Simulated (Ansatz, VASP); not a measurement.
# Be in VASP and in Ansatz

```
CELL_PARAMETERS angstrom
2.25751 0.00000 0.00000
-1.12875 1.95506 0.00000
0.00000 0.00000 3.55123
ATOMIC_POSITIONS crystal
Be 0.00000 0.00000 0.00000
Be 0.33333 0.66667 0.50000
```

Alike in both runs: functional PBEsol; k mesh 27 × 27 × 15; no spin polarisation.

Ansatz relaxed the structure, and its values are those at the end. VASP's run is a single point on that final structure, the one shown.

|  | VASP | Ansatz |
| --- | --- | --- |
| version | VASP 6.6.1 | Ansatz 0.2.0 |
| potentials or method | VASP PAW PBE potentials, release 64 (Be) | plane-wave PAW, scalar-relativistic |
| plane-wave cutoff (eV) | 520 | 420 |
| occupations | methfessel-paxton of order 1, width 0.1 eV | cold, width 0.1 eV |
| valence electrons in the cell | 4 | 4 |

|  | VASP | Ansatz | Ansatz less VASP |
| --- | --- | --- | --- |
| pressure (GPa) | 0.4 | 0.0 | -0.42 |

VASP's potentials were made for PBE, not for PBEsol, and Ansatz warns of the same on its side.
